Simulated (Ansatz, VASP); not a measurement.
One calculation of RuSe, two programs

Contents of POSCAR:

```
RuSe
1.0
    0.0000000000      2.7324236492      2.7324236492
    2.7324236492      0.0000000000      2.7324236492
    2.7324236492      2.7324236492      0.0000000000
Ru Se
1 1
Direct
    0.0000000000      0.0000000000      0.0000000000
    0.2500000000      0.2500000000      0.2500000000
```

The input INCAR.step1:

```
PREC = Accurate ; ENCUT = 520
ISMEAR = 0 ; SIGMA = 0.05
LREAL = False ; LASPH = True
NELM = 150 ; LMAXMIX = 4
LDAU = True ; LDAUTYPE = 2
LDAUL = 2 -1 ; LDAUU = 5 0
LDAUJ = 0 0 ; NBANDS = 17
GGA = PE ; ALGO = Normal
EDIFF = 1E-4 ; LWAVE = True
LCHARG = False
```

File INCAR.step2:

```
PREC = Accurate ; ENCUT = 520
EDIFF = 1E-6 ; ISMEAR = 0
SIGMA = 0.05 ; LREAL = False
LASPH = True ; NELM = 150
ALGO = Normal ; ISIF = 2
LWAVE = False ; LCHARG = False
LMAXMIX = 4 ; LDAU = True
LDAUTYPE = 2 ; LDAUL = 2 -1
LDAUU = 5 0 ; LDAUJ = 0 0
LDAUPRINT = 1 ; METAGGA = R2SCAN
LMIXTAU = True ; NBANDS = 17
ISTART = 1
```

File KPOINTS:

```
Automatic mesh
0
Gamma
  10 10 10
```

Input for Ansatz:

```yaml
crystal:
  lattice:
    - [0.0, 2.7324236492, 2.7324236492]
    - [2.7324236492, 0.0, 2.7324236492]
    - [2.7324236492, 2.7324236492, 0.0]
  atoms:
    - { symbol: Ru, position: [0.0, 0.0, 0.0] }
    - { symbol: Se, position: [0.25, 0.25, 0.25] }
basis:
  ecutwfc: 500
  ecutrho_ratio: 4
kpoints:
  mp_grid: { grid: [10, 10, 10] }
hamiltonian:
  xc: r2scan
  hubbard: { sites: [{ species: Ru, l: d, u_eff: 5.0 }], double_counting: fll }
scf:
  occupations: { method: gaussian, width: 0.05 }
  eigensolver: { kind: davidson }
output:
  forces: true
  stress: true
```

Alike in both runs: task single point; functional r2SCAN; k mesh 10 × 10 × 10; occupations gaussian, width 0.05 eV; no spin polarisation; Hubbard terms Ru d U = 5.0 eV.

|  | VASP | Ansatz |
| --- | --- | --- |
| version | VASP 6.6.1 | Ansatz 0.2.0 |
| potentials or method | VASP PAW PBE potentials, release 64 (Ru_pv, Se), cutoff 520 eV | scalar-relativistic, plane waves, PAW |
| valence electrons in the cell | 20 | 32 |

Ansatz gave:

```
pressure (GPa) : -0.2
```

What did VASP give for the same quantities?

Pressure (GPa): 0.9.

VASP's potentials were made for PBE, not for r2SCAN. The programs project onto different local orbitals, so the same U acts differently, and such runs can settle in different states. VASP's potentials hold 20 valence electrons a cell and Ansatz's 32, so a difference there can come from the potentials and not from the codes. Ansatz's warnings: filled band counts differ across k points.
